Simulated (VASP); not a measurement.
A run of VASP 6.6.1 is set up as follows.

Contents of INCAR:

```
SYSTEM = Hf4HS8
PREC = Accurate
ENCUT = 520
EDIFF = 1E-6
ISMEAR = 0
SIGMA = 0.02
LREAL = .FALSE.
LASPH = .TRUE.
NELM = 80
ALGO = Normal
ISIF = 2
LWAVE = .FALSE.
LCHARG = .FALSE.
GGA = PE
IVDW = 12
NELECT = 90.0
NBANDS = 56
```

File KPOINTS:

```
regular mesh
0
G
  3 3 3
  0 0 0
```

The input POSCAR:

```
Hf4HS8
1.0
    3.6058628313      0.0000000000     -5.7703876582
    3.6058628313      0.0000000000      5.7703876582
   -3.6058628313     -6.2455376290      0.0000000000
Hf S H
4 8 1
Direct
    0.5076045079      0.5124606808      0.0044383689
    0.9972762916     -0.0090638963      0.0068616991
    0.4993001291      0.4973487871      0.4982089909
    0.9918572760     -0.0005065545      0.4891899115
    0.7950690365      0.5418647309      0.3333797863
    0.2949061620      0.0364165962      0.3364446946
    0.7928612848      0.5348463839      0.8329356589
    0.2925332510      0.0451178112      0.8286935901
    0.7009430980      0.9683429837      0.1643461398
    0.2059354907      0.4539359865      0.1640478468
    0.7086446440      0.9591817111      0.6701916230
    0.2061575547      0.4611745635      0.6660899745
    0.4322912376     -0.0466400169      0.7980701256
```

Potentials or basis: VASP PAW PBE potentials, release 64 (Hf_pv, S, H).

The run is started by

```console
$ cat potpaw_PBE.64/Hf_pv/POTCAR potpaw_PBE.64/S/POTCAR potpaw_PBE.64/H/POTCAR > POTCAR
$ mpirun -np 1 vasp_std > vasp.out
```

Question: Estimate the largest force.

Answer: 0.099 eV/Å.

Question: Predict the dispersion energy per atom.

Answer: -0.325 eV.

Forces in eV/Å, atoms in the order of the input:
```
Hf   0.017 -0.004  0.014
Hf  -0.025 -0.012  0.012
Hf   0.012  0.002  0.005
Hf   0.005  0.017 -0.002
S    0.002  0.007  0.055
S    0.006  0.009  0.064
S    0.011  0.002  0.061
S    0.010  0.006 -0.005
S    0.008  0.001 -0.066
S    0.010 -0.001 -0.060
S    0.012  0.012 -0.063
S    0.006  0.004 -0.065
H   -0.074 -0.043  0.049
```

Caveat: the k points lie up to 0.38 Å⁻¹ apart; the cell carries a net charge on a neutralising background, which shifts energy and pressure.
